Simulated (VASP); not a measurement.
# La2O3 (P-62m) in VASP: further runs

Runs on La2O3. Level: LDA. Tasks: single point.

All numbers are computed with VASP 6.6.1; they aren't measurements. Logs are shortened: lines on timing, memory, paths and dates and some standing lists are left out, and cuts for length are marked.

### 1 The cell of the first run

Symmetry: P-62m, No. 189, hexagonal system. The conventional cell has a = 6.182 Å, b = 6.182 Å, c = 3.255 Å, α = 90.00°, β = 90.00°, γ = 120.00°. La (site symmetry -6) has 6 O at 2.42 Å and 2 La at 3.26 Å within 3.3 Å. O (site symmetry m2m) has 4 La at 2.42 Å and 6 O at 3.09 to 3.26 Å within 3.3 Å.

### 2 Single point, LDA

Input file INCAR:

```
SYSTEM = La2O3
PREC = Accurate
ENCUT = 520
EDIFF = 1E-6
ISMEAR = 0
SIGMA = 0.01
LREAL = .False.
LASPH = .True.
NELM = 100
ALGO = Normal
ISIF = 2
LWAVE = .False.
LCHARG = .True.
LELF = .True.
LVHAR = .True.
NBANDS = 28
```

Input file KPOINTS:

```
regular mesh
0
Gamma
  6 6 6
  0 0 0
```

Input file POSCAR:

```
La2O3
1.0
    6.1820834013      0.0000000000      0.0000000000
   -3.0910417006      5.3538406031      0.0000000000
    0.0000000000      0.0000000000      3.2551730466
La O
2 3
Direct
    0.3333333333      0.6666666667      0.5000000000
    0.6666666667      0.3333333333      0.5000000000
    0.4919900000      0.4919900000      0.0000000000
    0.0000000000      0.5080100000      0.0000000000
    0.5080100000      0.0000000000      0.0000000000
```

Potentials or basis: VASP PAW LDA potentials, release 64 (La, O).

Command:

```sh
$ cat potpaw_LDA.64/La/POTCAR potpaw_LDA.64/O/POTCAR > POTCAR
$ mpirun -np 1 vasp_std > vasp.out
```

OUTCAR:

```text
SYSTEM = La2O3
   PREC = Accurate
   ENCUT = 520
   EDIFF = 1E-6
   ISMEAR = 0
   LREAL = .False.
   LASPH = .True.
   NELM = 100
   ISIF = 2

 ion  position               nearest neighbor table
   1  0.333  0.667  0.500-   5 2.42   5 2.42   3 2.42   3 2.42   4 2.42   4 2.42   2 3.57   2 3.57
                             2 3.57
   2  0.667  0.333  0.500-   5 2.42   5 2.42   4 2.42   4 2.42   3 2.42   3 2.42   1 3.57   1 3.57
                             1 3.57
   3  0.492  0.492  0.000-   1 2.42   1 2.42   2 2.42   2 2.42
   4  0.000  0.508  0.000-   2 2.42   2 2.42   1 2.42   1 2.42
   5  0.508  0.000  0.000-   2 2.42   2 2.42   1 2.42   1 2.42

  LATTYP: Found a hexagonal cell.
 ALAT       =     6.1820834013
 C/A-ratio  =     0.5265495198

  Lattice vectors:

 A1 = (   6.1820834013,   0.0000000000,   0.0000000000)
 A2 = (  -3.0910417006,   5.3538406031,   0.0000000000)
 A3 = (   0.0000000000,   0.0000000000,   3.2551730466)

Analysis of symmetry for initial positions (statically):
=====================================================================
 Subroutine PRICEL returns:
 Original cell was already a primitive cell.

 Routine SETGRP: Setting up the symmetry group for a
 hexagonal supercell.

 Subroutine GETGRP returns: Found 12 space group operations
 (whereof 12 operations were pure point group operations)
 out of a pool of 24 trial point group operations.

The static configuration has the point symmetry D_3h.

Analysis of symmetry for dynamics (positions and initial velocities):
=====================================================================
 Subroutine PRICEL returns:
 Original cell was already a primitive cell.

 Routine SETGRP: Setting up the symmetry group for a
 hexagonal supercell.

 Subroutine GETGRP returns: Found 12 space group operations
 (whereof 12 operations were pure point group operations)
 out of a pool of 24 trial point group operations.

The dynamic configuration has the point symmetry D_3h.

 Subroutine INISYM returns: Found 12 space group operations
 (whereof 12 operations are pure point group operations),
 and found     1 'primitive' translations

----------------------------------------------------------------------------------------

                                     Primitive cell

  volume of cell :     107.7394
[... 94 lines left out ...]
   NELM   =    100;   NELMIN=  2; NELMDL= -5     # of ELM steps
   EDIFF  = 0.1E-05   stopping-criterion for ELM
   LREAL  =      F    real-space projection
   EDIFFG = 0.1E-04   stopping-criterion for IOM
   NSW    =      0    number of steps for IOM
   IBRION =     -1    ionic relax: 0-MD 1-quasi-New 2-CG
   NFREE  =      0    steps in history (QN), initial steepest desc. (CG)
   ISIF   =      2    stress and relaxation
   ISYM   =      2    0-nonsym 1-usesym 2-fastsym
   POTIM  = 0.5000    time-step for ionic-motion
   TEBEG  =    0.0;   TEEND  =   0.0 temperature during run
   PSTRESS=    0.0 pullay stress
   NELECT =      40.0000    total number of electrons
   NUPDOWN=      -1.0000    fix difference up-down
   EMIN   =  10.00;   EMAX   =-10.00  energy-range for DOS
   EFERMI =   0.00;   METHOD = LEGACY
   ISMEAR =     0;   SIGMA  =   0.01  broadening in eV -4-tet -1-fermi 0-gaus
   EFERMI_NEDOS =   21; number of points for ismear=-14 and -15
   IALGO  =     38    algorithm
   IMIX   =      4    mixing-type and parameters
     AMIX     =   0.40;   BMIX     =  1.00
     AMIX_MAG =   1.60;   BMIX_MAG =  1.00
  volume/ion in A,a.u.               =      21.55       145.41
  Fermi-wavevector in a.u.,A,eV,Ry     =   1.176621  2.223492 18.836418  1.384438
  Thomas-Fermi vector in A             =   2.312982
   LORBIT       =      0    0 simple, 1 ext, 2 COOP (PROOUT), +10 PAW based schemes
   GGA     = CA    functional components
   LHFCALC =     F    Hartree Fock is set to
   AEXX    =    0.0000 exact exchange contribution
   IVDW    =     0    specifies the selected vdW correction
   LEPSILON=     F    determine dielectric tensor
   LRPA    =     F    only Hartree local field effects (RPA)
 non-spin polarized calculation
 Gauss-broadening in eV      SIGMA  =   0.01
  energy-cutoff  :      520.00
  volume of cell :      107.74
 maximum number of plane-waves:      2952
 NGX is ok and might be reduce to    48
   NGX = 23   NGY = 23   NGZ = 13

 number of electron      39.9999989 magnetization

 Free energy of the ion-electron system (eV)
  ---------------------------------------------------
  ext. energy  EPLUGINS =         0.00000000
  ---------------------------------------------------
  free energy    TOTEN  =       -44.42528816 eV

  energy without entropy =      -44.42528816  energy(sigma->0) =      -44.42528816

 E-fermi :   3.6715     XC(G=0):  -8.9898

 val. band max:        3.5805601752   @ k =   0.0000   0.0000   0.5000
 cond. band min:       4.7326540671   @ k =   0.0000   0.0000   0.0000
 fundamental gap:      1.1520938920
 Fermi energy:         3.6714554811

 k-point     1 :       0.0000    0.0000    0.0000
  band No.  band energies     occupation
      1     -26.8538      2.00000
      2     -26.5768      2.00000
      3     -14.0687      2.00000
      4     -14.0687      2.00000
      5     -12.1972      2.00000
      6     -10.4093      2.00000
[... 733 lines left out ...]
     27       8.0768      0.00000
     28       8.1829      0.00000

 [... further k-points ...]

------------------------ aborting loop because EDIFF is reached ----------------------------------------

  FORCE on cell =-STRESS in cart. coord.  units (eV):
  Direction    XX          YY          ZZ          XY          YZ          ZX
  --------------------------------------------------------------------------------------
  -------------------------------------------------------------------------------------
  Total        1.1724404      1.1724401     -0.5022181      0.0000000     -0.0000000     -0.0000000
  in kB       17.4352024     17.4351981     -7.4684174      0.0000000     -0.0000000     -0.0000000
  external PRESSURE =       9.1339944 kB  Pullay stress =       0.0000000 kB

 VOLUME and BASIS-vectors are now :
 -----------------------------------------------------------------------------
  energy-cutoff  :      520.00
  volume of cell :      107.74
      direct lattice vectors                 reciprocal lattice vectors
     6.182083401  0.000000000  0.000000000     0.161757766  0.093390901  0.000000000
    -3.091041701  5.353840603  0.000000000     0.000000000  0.186781803  0.000000000
     0.000000000  0.000000000  3.255173047     0.000000000  0.000000000  0.307203330

 POSITION                                       TOTAL-FORCE (eV/Angst)
 -----------------------------------------------------------------------------------
     -0.00000      3.56923      1.62759        -0.000000      0.000000      0.000000
      3.09104      1.78461      1.62759        -0.000000      0.000000      0.000000
      1.52076      2.63404      0.00000         0.025982      0.045002     -0.000000
     -1.57028      2.71980      0.00000         0.025982     -0.045002      0.000000
      3.14056      0.00000      0.00000        -0.051964      0.000000     -0.000000
 -----------------------------------------------------------------------------------
    total drift:                                0.000002      0.000001     -0.000000

  FREE ENERGIE OF THE ION-ELECTRON SYSTEM (eV)
  ---------------------------------------------------
  free  energy   TOTEN  =       -44.4252881617 eV

  energy  without entropy=      -44.4252881617  energy(sigma->0) =      -44.42528816
```

OSZICAR:

```text
N       E                     dE             d eps       ncg     rms          rms(c)
DAV:   1     0.528459051717E+03    0.52846E+03   -0.16004E+04  1584   0.208E+03
DAV:   2     0.101269150609E+03   -0.42719E+03   -0.40433E+03  2128   0.343E+02
DAV:   3    -0.325695199196E+02   -0.13384E+03   -0.13034E+03  2508   0.224E+02
DAV:   4    -0.507572052403E+02   -0.18188E+02   -0.17843E+02  2684   0.782E+01
DAV:   5    -0.518279547740E+02   -0.10707E+01   -0.10699E+01  2768   0.214E+01    0.154E+01
DAV:   6    -0.452659208873E+02    0.65620E+01   -0.57730E+01  2456   0.402E+01    0.813E+00
DAV:   7    -0.447946036259E+02    0.47132E+00   -0.64415E+00  3024   0.233E+01    0.360E+00
DAV:   8    -0.444506170961E+02    0.34399E+00   -0.11531E+00  2760   0.858E+00    0.113E+00
DAV:   9    -0.444174313240E+02    0.33186E-01   -0.27100E-01  2920   0.395E+00    0.418E-01
DAV:  10    -0.444232207120E+02   -0.57894E-02   -0.25131E-02  2944   0.104E+00    0.156E-01
DAV:  11    -0.444250697139E+02   -0.18490E-02   -0.70205E-03  2360   0.435E-01    0.132E-01
DAV:  12    -0.444252332080E+02   -0.16349E-03   -0.25871E-03  2832   0.431E-01    0.217E-02
DAV:  13    -0.444252804830E+02   -0.47275E-04   -0.17121E-04  2320   0.818E-02    0.733E-03
DAV:  14    -0.444252880756E+02   -0.75926E-05   -0.28256E-05  3016   0.471E-02    0.378E-03
DAV:  15    -0.444252881617E+02   -0.86092E-07   -0.50620E-06  2224   0.175E-02
   1 F= -.44425288E+02 E0= -.44425288E+02  d E =-.343360E-40
```

stdout:

```text
POSCAR found type information on POSCAR LaO
 POSCAR found :  2 types and       5 ions
 scaLAPACK will be used
 LDA part: xc-table for (Slater(with rela. corr.)+CA(PZ))
 , standard interpolation
 POSCAR, INCAR and KPOINTS ok, starting setup
 FFT: planning ... GRIDC
 FFT: planning ... GRID_SOFT
 FFT: planning ... GRID
 WAVECAR not read
 entering main loop
```

It took 74 s on 1 thread of Intel Xeon Platinum 8488C (Sapphire Rapids), shared host; peak memory 0.24 GiB.

Results:

```
Free energy            : -44.4253 eV
Pressure               : 0.9 GPa
Largest force          : 0.052 eV/Å
Band gap on the k mesh : 1.15 eV (least direct gap 1.80 eV)
```

Forces on the atoms (eV/Å):
```
La   0.000  0.000  0.000
La   0.000  0.000  0.000
O    0.026  0.045  0.000
O    0.026 -0.045  0.000
O   -0.052  0.000  0.000
```

Caveat: spin-orbit coupling is left out, which moves the levels of the heavy elements. A k mesh can miss the band edges.

### 3 Single point, LDA

This run uses another cell than the first one, of 22.45 Å³/atom.

Input file INCAR:

```
PREC = Accurate ; ENCUT = 520
EDIFF = 1E-6 ; ISMEAR = 0
SIGMA = 0.01 ; LREAL = False
LASPH = True ; NELM = 100
ALGO = Normal ; ISIF = 2
LWAVE = False ; LCHARG = False
GGA = CA ; NBANDS = 28
```

Input file KPOINTS:

```
regular mesh
0
Gamma
  6 6 6
```

Edit POSCAR of step 2 so:

```diff
@@ -2,5 +2,5 @@
 1.0
-    6.1820834013      0.0000000000      0.0000000000
-   -3.0910417006      5.3538406031      0.0000000000
-    0.0000000000      0.0000000000      3.2551730466
+    6.2667800000      0.0000000000      0.0000000000
+   -3.1333900000      5.4271900000      0.0000000000
+    0.0000000000      0.0000000000      3.2997700000
 La O
```

Potentials or basis: VASP PAW LDA potentials, release 64 (La, O).

Command:

```sh
$ cat potpaw_LDA.64/La/POTCAR potpaw_LDA.64/O/POTCAR > POTCAR
$ mpirun -np 1 vasp_std > vasp.out
```

OUTCAR:

```text
PREC = Accurate
   ENCUT = 520
   EDIFF = 1E-6
   ISMEAR = 0
   LREAL = False
   LASPH = True
   NELM = 100
   ISIF = 2
   GGA = CA

 ion  position               nearest neighbor table
   1  0.333  0.667  0.500-   5 2.45   5 2.45   3 2.45   3 2.45   4 2.45   4 2.45   2 3.62   2 3.62
                             2 3.62
   2  0.667  0.333  0.500-   5 2.45   5 2.45   4 2.45   4 2.45   3 2.45   3 2.45   1 3.62   1 3.62
                             1 3.62
   3  0.492  0.492  0.000-   1 2.45   1 2.45   2 2.45   2 2.45
   4  0.000  0.508  0.000-   2 2.45   2 2.45   1 2.45   1 2.45
   5  0.508  0.000  0.000-   2 2.45   2 2.45   1 2.45   1 2.45

  LATTYP: Found a hexagonal cell.
 ALAT       =     6.2667800000
 C/A-ratio  =     0.5265495198

  Lattice vectors:

 A1 = (   6.2667800000,   0.0000000000,   0.0000000000)
 A2 = (  -3.1333900000,   5.4271900000,   0.0000000000)
 A3 = (   0.0000000000,   0.0000000000,   3.2997700000)

Analysis of symmetry for initial positions (statically):
=====================================================================
 Subroutine PRICEL returns:
 Original cell was already a primitive cell.

 Routine SETGRP: Setting up the symmetry group for a
 hexagonal supercell.

 Subroutine GETGRP returns: Found 12 space group operations
 (whereof 12 operations were pure point group operations)
 out of a pool of 24 trial point group operations.

The static configuration has the point symmetry D_3h.

Analysis of symmetry for dynamics (positions and initial velocities):
=====================================================================
 Subroutine PRICEL returns:
 Original cell was already a primitive cell.

 Routine SETGRP: Setting up the symmetry group for a
 hexagonal supercell.

 Subroutine GETGRP returns: Found 12 space group operations
 (whereof 12 operations were pure point group operations)
 out of a pool of 24 trial point group operations.

The dynamic configuration has the point symmetry D_3h.

[... 126 lines left out ...]
  Fermi-wavevector in a.u.,A,eV,Ry     =   1.160719  2.193441 18.330704  1.347269
  Thomas-Fermi vector in A             =   2.297299
   LORBIT       =      0    0 simple, 1 ext, 2 COOP (PROOUT), +10 PAW based schemes
   GGA     = CA    functional components
   LHFCALC =     F    Hartree Fock is set to
   AEXX    =    0.0000 exact exchange contribution
   IVDW    =     0    specifies the selected vdW correction
   LEPSILON=     F    determine dielectric tensor
   LRPA    =     F    only Hartree local field effects (RPA)
 non-spin polarized calculation
 Gauss-broadening in eV      SIGMA  =   0.01
  energy-cutoff  :      520.00
  volume of cell :      112.23
 maximum number of plane-waves:      3044
 NGX is ok and might be reduce to    48
   NGX = 23   NGY = 23   NGZ = 13

 number of electron      39.9999994 magnetization

 Free energy of the ion-electron system (eV)
  ---------------------------------------------------
  ext. energy  EPLUGINS =         0.00000000
  ---------------------------------------------------
  free energy    TOTEN  =       -44.39284936 eV

  energy without entropy =      -44.39284936  energy(sigma->0) =      -44.39284936

 E-fermi :   3.1608     XC(G=0):  -8.8239

 val. band max:        3.0878765768   @ k =   0.0000   0.0000   0.5000
 cond. band min:       4.4695196812   @ k =   0.0000   0.0000   0.0000
 fundamental gap:      1.3816431044
 Fermi energy:         3.1607569513

 k-point     1 :       0.0000    0.0000    0.0000
  band No.  band energies     occupation
      1     -27.2847      2.00000
      2     -27.0542      2.00000
      3     -14.1954      2.00000
      4     -14.1954      2.00000
      5     -12.4616      2.00000
      6     -10.8481      2.00000
[... 733 lines left out ...]
     27       7.5681      0.00000
     28       7.6787      0.00000

 [... further k-points ...]

------------------------ aborting loop because EDIFF is reached ----------------------------------------

  FORCE on cell =-STRESS in cart. coord.  units (eV):
  Direction    XX          YY          ZZ          XY          YZ          ZX
  --------------------------------------------------------------------------------------
  -------------------------------------------------------------------------------------
  Total       -1.1951811     -1.1951808     -4.4501944      0.0000000     -0.0000000     -0.0000000
  in kB      -17.0624404    -17.0624361    -63.5311071      0.0000000     -0.0000000     -0.0000000
  external PRESSURE =     -32.5519945 kB  Pullay stress =       0.0000000 kB

 VOLUME and BASIS-vectors are now :
 -----------------------------------------------------------------------------
  energy-cutoff  :      520.00
  volume of cell :      112.23
      direct lattice vectors                 reciprocal lattice vectors
     6.266780000  0.000000000  0.000000000     0.159571582  0.092128707  0.000000000
    -3.133390000  5.427190000  0.000000000     0.000000000  0.184257415  0.000000000
     0.000000000  0.000000000  3.299770000     0.000000000  0.000000000  0.303051425

 POSITION                                       TOTAL-FORCE (eV/Angst)
 -----------------------------------------------------------------------------------
     -0.00000      3.61813      1.64989        -0.000000      0.000000     -0.000000
      3.13339      1.80906      1.64989        -0.000000      0.000000     -0.000000
      1.54160      2.67012      0.00000         0.036691      0.063550     -0.000000
     -1.59179      2.75707      0.00000         0.036691     -0.063550      0.000000
      3.18359      0.00000      0.00000        -0.073382      0.000000     -0.000000
 -----------------------------------------------------------------------------------
    total drift:                                0.000002     -0.000000     -0.000000

  FREE ENERGIE OF THE ION-ELECTRON SYSTEM (eV)
  ---------------------------------------------------
  free  energy   TOTEN  =       -44.3928493617 eV

  energy  without entropy=      -44.3928493617  energy(sigma->0) =      -44.39284936
```

OSZICAR:

```text
N       E                     dE             d eps       ncg     rms          rms(c)
DAV:   1     0.521454300232E+03    0.52145E+03   -0.15918E+04  1608   0.204E+03
DAV:   2     0.986300312923E+02   -0.42282E+03   -0.40204E+03  2144   0.340E+02
DAV:   3    -0.324705651971E+02   -0.13110E+03   -0.12697E+03  2500   0.218E+02
DAV:   4    -0.505106765470E+02   -0.18040E+02   -0.17694E+02  2688   0.785E+01
DAV:   5    -0.516526673389E+02   -0.11420E+01   -0.11412E+01  2716   0.227E+01    0.152E+01
DAV:   6    -0.452046317367E+02    0.64480E+01   -0.58946E+01  2456   0.400E+01    0.818E+00
DAV:   7    -0.447437519275E+02    0.46088E+00   -0.69562E+00  3056   0.236E+01    0.343E+00
DAV:   8    -0.444167506665E+02    0.32700E+00   -0.10997E+00  2720   0.821E+00    0.109E+00
DAV:   9    -0.443847011542E+02    0.32050E-01   -0.25993E-01  2880   0.392E+00    0.416E-01
DAV:  10    -0.443907944031E+02   -0.60932E-02   -0.24904E-02  2952   0.103E+00    0.153E-01
DAV:  11    -0.443925913284E+02   -0.17969E-02   -0.73766E-03  2320   0.432E-01    0.132E-01
DAV:  12    -0.443927930128E+02   -0.20168E-03   -0.27232E-03  2880   0.448E-01    0.231E-02
DAV:  13    -0.443928398285E+02   -0.46816E-04   -0.16390E-04  2344   0.778E-02    0.752E-03
DAV:  14    -0.443928491832E+02   -0.93547E-05   -0.30500E-05  3016   0.484E-02    0.410E-03
DAV:  15    -0.443928493617E+02   -0.17851E-06   -0.60996E-06  2264   0.194E-02
   1 F= -.44392849E+02 E0= -.44392849E+02  d E =-.223464E-27
```

stdout:

```text
POSCAR found type information on POSCAR LaO
 POSCAR found :  2 types and       5 ions
 scaLAPACK will be used
 LDA part: xc-table for (Slater(with rela. corr.)+CA(PZ))
 , standard interpolation
 POSCAR, INCAR and KPOINTS ok, starting setup
 FFT: planning ... GRIDC
 FFT: planning ... GRID_SOFT
 FFT: planning ... GRID
 WAVECAR not read
 entering main loop
```

It took 88 s on 1 thread of Intel Xeon Platinum 8488C (Sapphire Rapids), shared host; peak memory 0.25 GiB.

What came out:

| Quantity | Value |
| --- | --- |
| Free energy | -44.3928 eV |
| Pressure | -3.3 GPa |
| Largest force | 0.073 eV/Å |
| Band gap on the k mesh | 1.38 eV (least direct gap 1.90 eV) |

Forces on the atoms (eV/Å):
```
La   0.000  0.000  0.000
La   0.000  0.000  0.000
O    0.037  0.064  0.000
O    0.037 -0.064  0.000
O   -0.073  0.000  0.000
```

Levels at points of the mesh, in eV from the valence-band top:
```tsv
k point	band 16	band 17	band 18	band 19	band 20	band 21	band 22	band 23	band 24	band 25
(0.00, 0.00, 0.00)	-1.98	-1.03	-1.03	-0.74	-0.52	1.38	3.32	3.86	3.86	4.62
(0.50, 0.00, 0.00)	-1.75	-1.70	-1.20	-1.17	-0.98	2.56	3.37	4.12	4.18	4.24
(0.00, 0.00, 0.50)	-1.50	-1.22	-1.22	-0.34	0.00	4.11	4.15	4.21	4.27	4.27
(0.50, 0.00, 0.50)	-1.83	-1.62	-1.43	-0.70	-0.65	4.14	4.22	4.25	4.28	4.38
```

Caveat: the cell stands under tension; spin-orbit coupling is left out, which moves the levels of the heavy elements.
